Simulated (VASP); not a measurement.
# Zr2PdS3 (P-4m2) in VASP: further runs, part 2 of 2

VASP 6.6.1.

**3. Single point, PBE**

This run uses another cell than the first one, of the same volume but with other edges.

Input file INCAR:

```
PREC     = Accurate       # precision mode
ENCUT    = 520            # plane-wave cutoff, eV
EDIFF    = 1E-7           # SCF threshold, eV
ISMEAR   = 0              # smearing method
SIGMA    = 0.1            # smearing width, eV
LREAL    = False          # projectors in reciprocal space
LASPH    = True           # aspherical terms in the spheres
NELM     = 60             # most SCF steps
ALGO     = Normal         # electronic algorithm
ISIF     = 2              # what is computed and relaxed
LWAVE    = False          # write WAVECAR
LCHARG   = False          # write CHGCAR
GGA      = PE             # functional
NBANDS   = 35             # bands
```

Input file KPOINTS:

```
Automatic mesh
0
Gamma
  4 4 4
```

Input file POSCAR:

```
Zr2PdS3
1.0
    3.6427905948      0.0000000000      0.0000000000
    0.0000000000      3.6427905948      0.0000000000
    0.0000000000      0.0000000000      7.7532691215
Zr Pd S
2 1 3
Direct
    0.5000000000      0.0000000000      0.2788656598
    0.0000000000      0.5000000000      0.7211343402
    0.5000000000      0.5000000000      0.0000000000
    0.0000000000      0.0000000000      0.0000000000
    0.5000000000      0.0000000000      0.6286231198
    0.0000000000      0.5000000000      0.3713768802
```

Potentials or basis: VASP PAW PBE potentials, release 64 (Zr_sv, Pd, S).

The run is started by

```bash
> cat potpaw_PBE.64/Zr_sv/POTCAR potpaw_PBE.64/Pd/POTCAR potpaw_PBE.64/S/POTCAR > POTCAR
> mpirun -np 1 vasp_std > vasp.out
```

OUTCAR:

```text
PREC = Accurate
   ENCUT = 520
   EDIFF = 1E-7
   ISMEAR = 0
   LREAL = False
   LASPH = True
   NELM = 60
   ISIF = 2
   GGA = PE

 ion  position               nearest neighbor table
   1  0.500  0.000  0.279-   6 2.67   6 2.67   6 2.67   6 2.67   5 2.71   3 2.83   4 2.83   4 2.83
                             3 2.83
   2  0.000  0.500  0.721-   5 2.67   5 2.67   5 2.67   5 2.67   6 2.71   3 2.83   3 2.83   4 2.83
                             4 2.83
   3  0.500  0.500  0.000-   4 2.58   4 2.58   4 2.58   4 2.58   2 2.83   2 2.83   1 2.83   1 2.83

   4  0.000  0.000  0.000-   3 2.58   3 2.58   3 2.58   3 2.58   2 2.83   1 2.83   1 2.83   2 2.83

   5  0.500  0.000  0.629-   2 2.67   2 2.67   2 2.67   2 2.67   1 2.71
   6  0.000  0.500  0.371-   1 2.67   1 2.67   1 2.67   1 2.67   2 2.71

  LATTYP: Found a simple tetragonal cell.
 ALAT       =     3.6427905948
 C/A-ratio  =     2.1283872679

  Lattice vectors:

 A1 = (   3.6427905948,   0.0000000000,   0.0000000000)
 A2 = (   0.0000000000,   3.6427905948,   0.0000000000)
 A3 = (   0.0000000000,   0.0000000000,   7.7532691215)

Analysis of symmetry for initial positions (statically):
=====================================================================
 Subroutine PRICEL returns:
 Original cell was already a primitive cell.

 Routine SETGRP: Setting up the symmetry group for a
 simple tetragonal supercell.

 Subroutine GETGRP returns: Found  8 space group operations
 (whereof  8 operations were pure point group operations)
 out of a pool of 16 trial point group operations.

The static configuration has the point symmetry D_2d.

Analysis of symmetry for dynamics (positions and initial velocities):
=====================================================================
 Subroutine PRICEL returns:
 Original cell was already a primitive cell.

 Routine SETGRP: Setting up the symmetry group for a
 simple tetragonal supercell.

[... 127 lines left out ...]
  Fermi-wavevector in a.u.,A,eV,Ry     =   1.304042  2.464282 23.137048  1.700525
  Thomas-Fermi vector in A             =   2.435004
   LORBIT       =      0    0 simple, 1 ext, 2 COOP (PROOUT), +10 PAW based schemes
   GGA     = PE    functional components
   LHFCALC =     F    Hartree Fock is set to
   AEXX    =    0.0000 exact exchange contribution
   IVDW    =     0    specifies the selected vdW correction
   LEPSILON=     F    determine dielectric tensor
   LRPA    =     F    only Hartree local field effects (RPA)
 non-spin polarized calculation
 Gauss-broadening in eV      SIGMA  =   0.10
  energy-cutoff  :      520.00
  volume of cell :      102.89
 maximum number of plane-waves:      2812
 NGX is ok and might be reduce to    28

 number of electron      52.0000011 magnetization

 Free energy of the ion-electron system (eV)
  ---------------------------------------------------
  ext. energy  EPLUGINS =         0.00000000
  ---------------------------------------------------
  free energy    TOTEN  =       -42.20054529 eV

  energy without entropy =      -42.17493303  energy(sigma->0) =      -42.18773916

 E-fermi :  10.0144     XC(G=0): -11.5331

 val. band max:        9.9890319454   @ k =   0.2500   0.0000   0.2500
 cond. band min:      10.0299364475   @ k =   0.5000   0.2500   0.2500
 fundamental gap:      0.0409045021
 Fermi energy:        10.0144447488

 k-point     1 :       0.0000    0.0000    0.0000
  band No.  band energies     occupation
      1     -39.9179      2.00000
      2     -39.9148      2.00000
      3     -18.0590      2.00000
      4     -17.9860      2.00000
      5     -17.9135      2.00000
      6     -17.9135      2.00000
[... 673 lines left out ...]
     34      13.4234      0.00000
     35      13.9362      0.00000

------------------------ aborting loop because EDIFF is reached ----------------------------------------

  FORCE on cell =-STRESS in cart. coord.  units (eV):
  Direction    XX          YY          ZZ          XY          YZ          ZX
  --------------------------------------------------------------------------------------
  -------------------------------------------------------------------------------------
  Total        0.0000524      0.0000524     -0.0176646      0.0000000     -0.0000000      0.0000000
  in kB        0.0008159      0.0008159     -0.2750818      0.0000000     -0.0000000      0.0000000
  external PRESSURE =      -0.0911500 kB  Pullay stress =       0.0000000 kB

 VOLUME and BASIS-vectors are now :
 -----------------------------------------------------------------------------
  energy-cutoff  :      520.00
  volume of cell :      102.89
      direct lattice vectors                 reciprocal lattice vectors
     3.642790595  0.000000000  0.000000000     0.274514819  0.000000000  0.000000000
     0.000000000  3.642790595  0.000000000     0.000000000  0.274514819  0.000000000
     0.000000000  0.000000000  7.753269121     0.000000000  0.000000000  0.128977852

 POSITION                                       TOTAL-FORCE (eV/Angst)
 -----------------------------------------------------------------------------------
      1.82140      0.00000      2.16212         0.000000      0.000000      0.001680
      0.00000      1.82140      5.59115         0.000000      0.000000     -0.001680
      1.82140      1.82140      0.00000         0.000000     -0.000000      0.000000
      0.00000      0.00000      0.00000        -0.000000      0.000000      0.000000
      1.82140      0.00000      4.87388         0.000000      0.000000      0.001523
      0.00000      1.82140      2.87938         0.000000      0.000000     -0.001523
 -----------------------------------------------------------------------------------
    total drift:                                0.000000      0.000000     -0.000000

  FREE ENERGIE OF THE ION-ELECTRON SYSTEM (eV)
  ---------------------------------------------------
  free  energy   TOTEN  =       -42.2005452936 eV

  energy  without entropy=      -42.1749330275  energy(sigma->0) =      -42.18773916
```

OSZICAR:

```text
N       E                     dE             d eps       ncg     rms          rms(c)
DAV:   1     0.414146719658E+03    0.41415E+03   -0.26369E+04  1260   0.143E+03
DAV:   2    -0.109457840953E+02   -0.42509E+03   -0.41118E+03  1429   0.370E+02
DAV:   3    -0.427318145440E+02   -0.31786E+02   -0.31354E+02  1933   0.854E+01
DAV:   4    -0.447584616849E+02   -0.20266E+01   -0.20191E+01  1877   0.182E+01
DAV:   5    -0.448438002768E+02   -0.85339E-01   -0.85327E-01  1722   0.292E+00    0.221E+01
DAV:   6    -0.422791138647E+02    0.25647E+01   -0.79807E+00  1475   0.128E+01    0.104E+01
DAV:   7    -0.423200737057E+02   -0.40960E-01   -0.21005E+00  1829   0.853E+00    0.539E+00
DAV:   8    -0.422139534753E+02    0.10612E+00   -0.88264E-01  1524   0.701E+00    0.252E+00
DAV:   9    -0.422011257096E+02    0.12828E-01   -0.13337E-01  1519   0.217E+00    0.402E-01
DAV:  10    -0.422003091451E+02    0.81656E-03   -0.86309E-03  1813   0.484E-01    0.225E-01
DAV:  11    -0.422005212841E+02   -0.21214E-03   -0.12169E-03  1535   0.248E-01    0.615E-02
DAV:  12    -0.422005386954E+02   -0.17411E-04   -0.94553E-05  1674   0.559E-02    0.349E-02
DAV:  13    -0.422005456577E+02   -0.69623E-05   -0.21248E-05  1623   0.278E-02    0.101E-02
DAV:  14    -0.422005453312E+02    0.32647E-06   -0.32232E-06  1520   0.121E-02    0.287E-03
DAV:  15    -0.422005452936E+02    0.37680E-07   -0.26634E-07  1149   0.307E-03
   1 F= -.42200545E+02 E0= -.42187739E+02  d E =-.256123E-01
```

stdout:

```text
POSCAR found type information on POSCAR ZrPdS
 POSCAR found :  3 types and       6 ions
 scaLAPACK will be used
 LDA part: xc-table for (Slater+PW92), standard interpolation
 POSCAR, INCAR and KPOINTS ok, starting setup
 FFT: planning ... GRIDC
 FFT: planning ... GRID_SOFT
 FFT: planning ... GRID
 WAVECAR not read
 entering main loop
```

Run time: 70 s. Hardware: 1 thread of AMD EPYC 9R45 (Zen 5), shared host; peak memory 0.2 GiB.

Results:

```
Free energy            : -42.2005 eV
Pressure               : 0.0 GPa
Band gap on the k mesh : zero (band 26 reaches 10.71 eV, above the bottom of band 27 at 8.25 eV)
```

Levels at points of the mesh, in eV from the Fermi level:
```tsv
k point	band 24	band 25	band 26	band 27	band 28	band 29
(0.00, 0.00, 0.00)	-2.35	-2.35	-1.97	-0.84	0.80	0.80
(0.50, 0.00, 0.00)	-2.14	0.27	0.70	0.87	0.95	1.34
(0.50, 0.50, 0.00)	-2.62	-2.15	-1.59	0.03	1.38	2.46
(0.00, 0.00, 0.50)	-2.34	-2.34	-1.91	-1.76	0.71	1.05
(0.50, 0.00, 0.50)	-2.02	-0.11	0.27	1.36	1.49	1.50
(0.50, 0.50, 0.50)	-2.63	-2.13	-1.57	-0.20	1.58	2.27
```

Caveat: the k points lie up to 0.43 Å⁻¹ apart.
